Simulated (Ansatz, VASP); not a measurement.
One calculation of Be2SeO2, two programs

```
Be Se O
1.0
     2.70617    0.00000    0.00000
     0.00000    4.68722    0.00000
     0.00000    0.00000   11.49259
Be Se O
4 2 4
Direct
  0.00000 0.33333 0.37527
  0.50000 0.83333 0.37527
  0.50000 0.16667 0.62473
  0.00000 0.66667 0.62473
  0.00000 0.00000 0.00000
  0.50000 0.50000 0.00000
  0.50000 0.16667 0.37397
  0.00000 0.66667 0.37397
  0.00000 0.33333 0.62603
  0.50000 0.83333 0.62603
```

Alike in both runs: task single point; functional PBE; k mesh 8 × 6 × 2; occupations gaussian, width 0.2 eV; no spin polarisation.

```csv
,VASP,Ansatz
version,VASP 6.6.1,Ansatz 0.2.0
potentials or method,"VASP PAW PBE potentials, release 64 (Be, Se, O), cutoff 520 eV","scalar-relativistic, plane waves, PAW"
valence electrons in the cell,44,64
```

Ansatz gave:

| Property | Result |
| --- | --- |
| gap on the k mesh at the Fermi level (eV) | none |
| pressure (GPa) | 0.5 |
| traceless stress, the component that is largest in VASP (GPa) | 1.18 |

Task: Estimate VASP's values.

Result: gap on the k mesh at the Fermi level (eV): none; pressure (GPa): 0.6; traceless stress, the component that is largest in VASP (GPa): 1.27.

A gap of «none» marks a metal or a gap that the smearing closes. VASP's potentials hold 44 valence electrons a cell and Ansatz's 64, so a difference there can come from the potentials and not from the codes.
